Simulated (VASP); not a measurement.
## WC: relaxation of cell and atoms with BLYP+D3(BJ)

The system is WC.

```
W C
1.0
     0.00000    2.19268    2.19268
     2.19268    0.00000    2.19268
     2.19268    2.19268    0.00000
W C
1 1
Direct
  0.00000 0.00000 0.00000
  0.50000 0.50000 0.50000
```

```yaml
Program: VASP 6.6.1
Task: relaxation of cell and atoms
Functional: BLYP
Dispersion: D3(BJ)
Potentials_or_basis: VASP PAW PBE potentials, release 64 (W_sv, C)
Cutoff: 600 eV
k_mesh: 10 × 10 × 10
Occupations: fermi-dirac, width 0.05 eV
Spin: no spin polarisation
Dipole_correction: no
Further_INCAR_settings: ALGO = Normal; EDIFF = 1e-06; IBRION = 2; EDIFFG = -0.01; NSW = 60; ISIF = 3
```

* Relaxed volume: 10.45 Å³/atom
* Relaxed cell: a = 3.092 Å, b = 3.092 Å, c = 3.092 Å, α = 60.00°, β = 60.00°, γ = 60.00°
* Space group after relaxing (to 0.1 Å): Fm-3m (No. 225)
* Energy gained by relaxing: 1.0 meV/atom
* Ionic steps: 3
* Pressure after relaxing: 0.0 GPa
* Dispersion energy per atom: -1.067 eV

Step by step:
```tsv
step	energy change (eV)	largest force (eV/Å)	pressure (GPa)	volume (Å³)
1	0.0000	0.0000	-3.24	21.08
2	0.0097	0.0000	8.42	20.44
3	-0.0019	0.0000	-0.02	20.90
```

Final structure:
```
W C
1.0
     0.00000    2.18614    2.18614
     2.18614    0.00000    2.18614
     2.18614    2.18614    0.00000
W C
1 1
Direct
  0.00000 0.00000 0.00000
  0.50000 0.50000 0.50000
```

Levels at points of the mesh, in eV from the Fermi level:
```csv
k point,band 6,band 7,band 8,band 9,band 10,band 11,band 12,band 13
"(0.00, 0.00, 0.00)",-2.78,-2.78,-2.78,-1.14,-1.14,-1.14,-0.99,-0.99
"(0.50, 0.00, 0.00)",-9.71,-6.65,-6.65,0.97,0.97,2.29,5.32,8.70
"(0.50, 0.50, 0.00)",-5.71,-5.42,-2.50,-2.50,0.81,2.18,2.18,5.53
```

Wall time 110 s on 1 thread of Intel Xeon 8259CL (shared host), peak memory 0.19 GiB.

Caveat: the highest band is partly filled, so the run has too few bands; the dispersion term is far too large for a dense solid, which distorts pressure and volume; the PAW data sets were made with another functional, which shifts forces and pressure a little; spin-orbit coupling is left out, which moves the levels of the heavy elements.
